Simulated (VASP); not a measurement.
# Si3Ge (P-6m2) in VASP: a series of runs

The runs below take Si3Ge through single point, relaxation of cell and atoms, with PBE.

Everything below comes from runs of VASP 6.6.1. Logs are shortened: lines on timing, memory, paths and dates and some standing lists are left out, and cuts for length are marked.

## (1) The cell of the first run

It takes space group P-6m2 (No. 187, hexagonal). The conventional cell has a = 3.648 Å, b = 3.648 Å, c = 5.961 Å, α = 90.00°, β = 90.00°, γ = 120.00°. Within 3.3 Å of Si (site symmetry 3m) lie 5 Si at 2.53 to 3.15 Å and 3 Ge at 2.63 Å. Si (site symmetry -6m2) has 6 Si at 2.53 Å within 3.3 Å. Within 3.5 Å of Ge (site symmetry -6m2) lie 6 Si at 2.63 Å.

The cell was generated, and may not be a known phase.

## (2) Single point, PBE

INCAR

```
PREC = Accurate
ENCUT = 520
EDIFF = 1E-7
ISMEAR = 0
SIGMA = 0.1
LREAL = F
LASPH = T
NELM = 60
ALGO = Normal
ISIF = 2
LWAVE = F
LCHARG = T
GGA = PE
LELF = T
LVHAR = T
NBANDS = 21
```

KPOINTS

```
regular mesh
0
Gamma
  6 6 2
```

POSCAR

```
Si3Ge
1.0
    3.6475963127      0.0000000030      0.0000000000
   -1.8237981589      3.1589110680      0.0000000000
    0.0000000000      0.0000000000      5.9612713820
Si Ge
3 1
Direct
    0.0000000000      0.0000000000      0.7640431209
    0.3333333333      0.6666666667      0.0000000000
    0.0000000000      0.0000000000      0.2359568791
    0.6666666667      0.3333333333      0.5000000000
```

Potentials or basis: VASP PAW PBE potentials, release 64 (Si, Ge_d).

Run with:

```bash
> cat potpaw_PBE.64/Si/POTCAR potpaw_PBE.64/Ge_d/POTCAR > POTCAR
> mpirun -np 1 vasp_std > vasp.out
```

OUTCAR:

```text
PREC = Accurate
   ENCUT = 520
   EDIFF = 1E-7
   ISMEAR = 0
   LREAL = F
   LASPH = T
   NELM = 60
   ISIF = 2
   GGA = PE

 ion  position               nearest neighbor table
   1  0.000  0.000  0.764-   2 2.53   2 2.53   2 2.53   4 2.63   4 2.63   4 2.63   3 2.81   3 3.15

   2  0.333  0.667  0.000-   1 2.53   3 2.53   1 2.53   3 2.53   1 2.53   3 2.53
   3  0.000  0.000  0.236-   2 2.53   2 2.53   2 2.53   4 2.63   4 2.63   4 2.63   1 2.81   1 3.15

   4  0.667  0.333  0.500-   1 2.63   3 2.63   1 2.63   3 2.63   1 2.63   3 2.63

  LATTYP: Found a hexagonal cell.
 ALAT       =     3.6475963127
 C/A-ratio  =     1.6343012962

  Lattice vectors:

 A1 = (   3.6475963127,   0.0000000030,   0.0000000000)
 A2 = (  -1.8237981589,   3.1589110680,   0.0000000000)
 A3 = (   0.0000000000,   0.0000000000,   5.9612713820)

Analysis of symmetry for initial positions (statically):
=====================================================================
 Subroutine PRICEL returns:
 Original cell was already a primitive cell.

 Routine SETGRP: Setting up the symmetry group for a
 hexagonal supercell.

 Subroutine GETGRP returns: Found 12 space group operations
 (whereof 12 operations were pure point group operations)
 out of a pool of 24 trial point group operations.

The static configuration has the point symmetry D_3h.

Analysis of symmetry for dynamics (positions and initial velocities):
=====================================================================
 Subroutine PRICEL returns:
 Original cell was already a primitive cell.

 Routine SETGRP: Setting up the symmetry group for a
 hexagonal supercell.

 Subroutine GETGRP returns: Found 12 space group operations
 (whereof 12 operations were pure point group operations)
 out of a pool of 24 trial point group operations.

The dynamic configuration has the point symmetry D_3h.

 Subroutine INISYM returns: Found 12 space group operations
 (whereof 12 operations are pure point group operations),
 and found     1 'primitive' translations

----------------------------------------------------------------------------------------

                                     Primitive cell

  volume of cell :      68.6883

  direct lattice vectors                    reciprocal lattice vectors
     3.647596313  0.000000003  0.000000000     0.274153145  0.158282392  0.000000000
    -1.823798159  3.158911068  0.000000000    -0.000000000  0.316564784  0.000000000
     0.000000000  0.000000000  5.961271382     0.000000000  0.000000000  0.167749451

  length of vectors
     3.647596313  3.647596313  5.961271382     0.316564784  0.316564784  0.167749451

  position of ions in fractional coordinates (direct lattice)
     0.000000000  0.000000000  0.764043121
     0.333333333  0.666666667  0.000000000
     0.000000000  0.000000000  0.235956879
     0.666666667  0.333333333  0.500000000

  ion indices of the primitive-cell ions
   primitive index   ion index
                 1           1
                 2           2
                 3           3
                 4           4

----------------------------------------------------------------------------------------

 KPOINTS: regular mesh

Automatic generation of k-mesh.
 Grid dimensions read from file:
 generate k-points for:    6    6    2

 Generating k-lattice:

  Cartesian coordinates                     Fractional coordinates (reciprocal lattice)
     0.045692191  0.026380399  0.000000000     0.166666667  0.000000000  0.000000000
    -0.000000000  0.052760797  0.000000000     0.000000000  0.166666667  0.000000000
     0.000000000  0.000000000  0.083874725     0.000000000  0.000000000  0.500000000

  Length of vectors
     0.052760797  0.052760797  0.083874725

  Shift w.r.t. Gamma in fractional coordinates (k-lattice)
     0.000000000  0.000000000  0.000000000

 Subroutine IBZKPT returns following result:
 ===========================================

 Found     14 irreducible k-points:

 Following reciprocal coordinates:
            Coordinates               Weight
  0.000000  0.000000  0.000000      1.000000
  0.166667  0.000000  0.000000      6.000000
  0.333333  0.000000  0.000000      6.000000
  0.500000  0.000000  0.000000      3.000000
  0.166667  0.166667  0.000000      6.000000
  0.333333  0.166667  0.000000     12.000000
  0.333333  0.333333  0.000000      2.000000
  0.000000  0.000000  0.500000      1.000000
  0.166667  0.000000  0.500000      6.000000
  0.333333  0.000000  0.500000      6.000000
  0.500000  0.000000  0.500000      3.000000
  0.166667  0.166667  0.500000      6.000000
  0.333333  0.166667  0.500000     12.000000
  0.333333  0.333333  0.500000      2.000000
   k-points           NKPTS =     14   k-points in BZ     NKDIM =     14   number of bands    NBANDS=     21
   number of dos      NEDOS =    301   number of ions     NIONS =      4
   total plane-waves  NPLWV =  37632
   dimension x,y,z NGX =    28 NGY =   28 NGZ =   48
   dimension x,y,z NGXF=    56 NGYF=   56 NGZF=   96
   ions per type =               3   1
   NGX,Y,Z   is equivalent  to a cutoff of  12.76, 12.76, 13.39 a.u.
   NGXF,Y,Z  is equivalent  to a cutoff of  25.52, 25.52, 26.77 a.u.
 SYSTEM =  unknown system
   PREC   = accura    normal or accurate (medium, high low for compatibility)
   ISTART =      0    job   : 0-new  1-cont  2-samecut
   ICHARG =      2    charge: 1-file 2-atom 10-const
   ISPIN  =      1    spin polarized calculation?
   LNONCOLLINEAR =      F non collinear calculations
   LSORBIT =      F    spin-orbit coupling
   LASPH  =      T    aspherical Exc in radial PAW
   ENCUT  =  520.0 eV  38.22 Ry    6.18 a.u.   6.78  6.78 11.08*2*pi/ulx,y,z
   NELM   =     60;   NELMIN=  2; NELMDL= -5     # of ELM steps
   EDIFF  = 0.1E-06   stopping-criterion for ELM
   LREAL  =      F    real-space projection
   EDIFFG = 0.1E-05   stopping-criterion for IOM
   NSW    =      0    number of steps for IOM
   IBRION =     -1    ionic relax: 0-MD 1-quasi-New 2-CG
   NFREE  =      0    steps in history (QN), initial steepest desc. (CG)
   ISIF   =      2    stress and relaxation
   ISYM   =      2    0-nonsym 1-usesym 2-fastsym
   POTIM  = 0.5000    time-step for ionic-motion
   TEBEG  =    0.0;   TEEND  =   0.0 temperature during run
   PSTRESS=    0.0 pullay stress
   NELECT =      26.0000    total number of electrons
   NUPDOWN=      -1.0000    fix difference up-down
   EMIN   =  10.00;   EMAX   =-10.00  energy-range for DOS
   EFERMI =   0.00;   METHOD = LEGACY
   ISMEAR =     0;   SIGMA  =   0.10  broadening in eV -4-tet -1-fermi 0-gaus
   EFERMI_NEDOS =   21; number of points for ismear=-14 and -15
   IALGO  =     38    algorithm
   IMIX   =      4    mixing-type and parameters
     AMIX     =   0.40;   BMIX     =  1.00
     AMIX_MAG =   1.60;   BMIX_MAG =  1.00
  volume/ion in A,a.u.               =      17.17       115.88
  Fermi-wavevector in a.u.,A,eV,Ry     =   1.184236  2.237882 19.081013  1.402415
  Thomas-Fermi vector in A             =   2.320454
   LORBIT       =      0    0 simple, 1 ext, 2 COOP (PROOUT), +10 PAW based schemes
   GGA     = PE    functional components
   LHFCALC =     F    Hartree Fock is set to
   AEXX    =    0.0000 exact exchange contribution
   IVDW    =     0    specifies the selected vdW correction
   LEPSILON=     F    determine dielectric tensor
   LRPA    =     F    only Hartree local field effects (RPA)
 non-spin polarized calculation
 Gauss-broadening in eV      SIGMA  =   0.10
  energy-cutoff  :      520.00
  volume of cell :       68.69
 maximum number of plane-waves:      1870
 NGX is ok and might be reduce to    28
   NGX = 13   NGY = 13   NGZ = 23

 number of electron      26.0000004 magnetization

 Free energy of the ion-electron system (eV)
  ---------------------------------------------------
  ext. energy  EPLUGINS =         0.00000000
  ---------------------------------------------------
  free energy    TOTEN  =       -19.59971123 eV

  energy without entropy =      -19.59964604  energy(sigma->0) =      -19.59967863

 E-fermi :   7.6666     XC(G=0): -10.6619

 val. band max:        7.4606311190   @ k =   0.3333   0.3333   0.5000
 cond. band min:       7.8897384592   @ k =   0.3333   0.0000   0.5000
 fundamental gap:      0.4291073402
 Fermi energy:         7.6665793598

 k-point     1 :       0.0000    0.0000    0.0000
  band No.  band energies     occupation
      1     -16.8204      2.00000
      2     -16.8193      2.00000
      3     -16.8193      2.00000
      4     -16.7977      2.00000
      5     -16.7977      2.00000
      6      -5.5602      2.00000
[... 13 lines left out ...]
     20      12.7456      0.00000
     21      13.8768      0.00000

 k-point     2 :       0.1667    0.0000    0.0000
  band No.  band energies     occupation
      1     -16.8219      2.00000
      2     -16.8199      2.00000
      3     -16.8185      2.00000
      4     -16.7981      2.00000
      5     -16.7937      2.00000
      6      -5.1717      2.00000
[... 13 lines left out ...]
     20      12.8732      0.00000
     21      13.1061      0.00000

 k-point     3 :       0.3333    0.0000    0.0000
  band No.  band energies     occupation
      1     -16.8268      2.00000
      2     -16.8211      2.00000
      3     -16.8156      2.00000
      4     -16.7980      2.00000
      5     -16.7857      2.00000
      6      -4.0275      2.00000
[... 13 lines left out ...]
     20      15.0785      0.00000
     21      15.8943      0.00000

 k-point     4 :       0.5000    0.0000    0.0000
  band No.  band energies     occupation
      1     -16.8293      2.00000
      2     -16.8216      2.00000
      3     -16.8148      2.00000
      4     -16.7973      2.00000
      5     -16.7817      2.00000
      6      -2.5512      2.00000
[... 13 lines left out ...]
     20      15.9506      0.00000
     21      16.0782      0.00000

 k-point     5 :       0.1667    0.1667    0.0000
  band No.  band energies     occupation
      1     -16.8251      2.00000
      2     -16.8212      2.00000
      3     -16.8156      2.00000
      4     -16.7980      2.00000
      5     -16.7884      2.00000
      6      -4.4033      2.00000
[... 13 lines left out ...]
     20      13.9590      0.00000
     21      14.9559      0.00000

 k-point     6 :       0.3333    0.1667    0.0000
  band No.  band energies     occupation
      1     -16.8280      2.00000
      2     -16.8228      2.00000
      3     -16.8131      2.00000
      4     -16.7963      2.00000
      5     -16.7845      2.00000
      6      -2.9338      2.00000
[... 13 lines left out ...]
     20      14.9458      0.00000
     21      16.0864      0.00000

 k-point     7 :       0.3333    0.3333    0.0000
  band No.  band energies     occupation
      1     -16.8271      2.00000
      2     -16.8253      2.00000
      3     -16.8110      2.00000
      4     -16.7925      2.00000
      5     -16.7877      2.00000
      6      -1.6400      2.00000
[... 13 lines left out ...]
     20      14.4026      0.00000
     21      15.4311      0.00000

 k-point     8 :       0.0000    0.0000    0.5000
  band No.  band energies     occupation
      1     -16.8204      2.00000
      2     -16.8194      2.00000
      3     -16.8194      2.00000
      4     -16.7977      2.00000
      5     -16.7977      2.00000
      6      -4.6256      2.00000
[... 13 lines left out ...]
     20      13.8898      0.00000
     21      14.1933      0.00000

 k-point     9 :       0.1667    0.0000    0.5000
  band No.  band energies     occupation
      1     -16.8219      2.00000
      2     -16.8199      2.00000
      3     -16.8184      2.00000
      4     -16.7981      2.00000
      5     -16.7937      2.00000
      6      -4.2442      2.00000
[... 13 lines left out ...]
     20      13.9823      0.00000
     21      14.5704      0.00000

 k-point    10 :       0.3333    0.0000    0.5000
  band No.  band energies     occupation
      1     -16.8269      2.00000
      2     -16.8211      2.00000
      3     -16.8156      2.00000
      4     -16.7980      2.00000
      5     -16.7857      2.00000
      6      -3.1341      2.00000
[... 13 lines left out ...]
     20      15.0581      0.00000
     21      15.1662      0.00000

 k-point    11 :       0.5000    0.0000    0.5000
  band No.  band energies     occupation
      1     -16.8293      2.00000
      2     -16.8216      2.00000
      3     -16.8148      2.00000
      4     -16.7973      2.00000
      5     -16.7817      2.00000
      6      -1.8710      2.00000
[... 13 lines left out ...]
     20      15.1161      0.00000
     21      15.1754      0.00000

 k-point    12 :       0.1667    0.1667    0.5000
  band No.  band energies     occupation
      1     -16.8252      2.00000
      2     -16.8213      2.00000
      3     -16.8156      2.00000
      4     -16.7980      2.00000
      5     -16.7884      2.00000
      6      -3.4947      2.00000
[... 13 lines left out ...]
     20      13.3990      0.00000
     21      14.0977      0.00000

 k-point    13 :       0.3333    0.1667    0.5000
  band No.  band energies     occupation
      1     -16.8281      2.00000
      2     -16.8229      2.00000
      3     -16.8130      2.00000
      4     -16.7963      2.00000
      5     -16.7845      2.00000
      6      -2.1079      2.00000
[... 13 lines left out ...]
     20      15.0731      0.00000
     21      16.0114      0.00000

 k-point    14 :       0.3333    0.3333    0.5000
  band No.  band energies     occupation
      1     -16.8272      2.00000
      2     -16.8253      2.00000
      3     -16.8109      2.00000
      4     -16.7925      2.00000
      5     -16.7877      2.00000
      6      -0.9634      2.00000
[... 13 lines left out ...]
     20      15.3057      0.00000
     21      15.5573      0.00000

------------------------ aborting loop because EDIFF is reached ----------------------------------------

  FORCE on cell =-STRESS in cart. coord.  units (eV):
  Direction    XX          YY          ZZ          XY          YZ          ZX
  --------------------------------------------------------------------------------------
  -------------------------------------------------------------------------------------
  Total       -0.0054433     -0.0054433     -0.0629317     -0.0000000      0.0000000      0.0000000
  in kB       -0.1269660     -0.1269660     -1.4679009     -0.0000000      0.0000000      0.0000000
  external PRESSURE =      -0.5739443 kB  Pullay stress =       0.0000000 kB

 VOLUME and BASIS-vectors are now :
 -----------------------------------------------------------------------------
  energy-cutoff  :      520.00
  volume of cell :       68.69
      direct lattice vectors                 reciprocal lattice vectors
     3.647596313  0.000000003  0.000000000     0.274153145  0.158282392  0.000000000
    -1.823798159  3.158911068  0.000000000    -0.000000000  0.316564784  0.000000000
     0.000000000  0.000000000  5.961271382     0.000000000  0.000000000  0.167749451

 POSITION                                       TOTAL-FORCE (eV/Angst)
 -----------------------------------------------------------------------------------
      0.00000      0.00000      4.55467         0.000000     -0.000000     -0.001932
     -0.00000      2.10594      0.00000         0.000000     -0.000000      0.000000
      0.00000      0.00000      1.40660         0.000000     -0.000000      0.001932
      1.82380      1.05297      2.98064        -0.000000      0.000000      0.000000
 -----------------------------------------------------------------------------------
    total drift:                               -0.000002      0.000001      0.000000

  FREE ENERGIE OF THE ION-ELECTRON SYSTEM (eV)
  ---------------------------------------------------
  free  energy   TOTEN  =       -19.5997112274 eV

  energy  without entropy=      -19.5996460391  energy(sigma->0) =      -19.59967863
```

Run time: 30 s. Hardware: 1 thread of Intel Xeon 8259CL, shared host; peak memory 0.18 GiB.

Results:

| Quantity | Value |
| --- | --- |
| Free energy | -19.5997 eV |
| Pressure | -0.1 GPa |
| Band gap on the k mesh | zero (bands 13 and 14 overlap by 4.13 eV) |

Levels at points of the mesh, in eV from the Fermi level:
```csv
k point,band 9,band 10,band 11,band 12,band 13,band 14,band 15,band 16,band 17,band 18
"(0.00, 0.00, 0.00)",-0.65,-0.65,0.93,0.93,0.95,1.28,2.74,2.86,2.86,4.99
"(0.50, 0.00, 0.00)",-6.02,-5.48,-4.63,-2.98,0.49,0.83,1.07,1.68,3.18,4.36
"(0.00, 0.00, 0.50)",-4.21,-0.33,-0.33,0.61,0.61,2.04,2.44,2.92,2.92,3.30
"(0.50, 0.00, 0.50)",-7.73,-2.28,-1.67,-1.64,-1.59,-0.95,-0.86,2.04,2.82,5.23
```

Caveat: the k points lie up to 0.53 Å⁻¹ apart, too coarse for converged energies and pressures of a metal.

(Part 1 of 3 ends here.)

The gap in the log of VASP goes by the Fermi energy; the results here count the filled bands.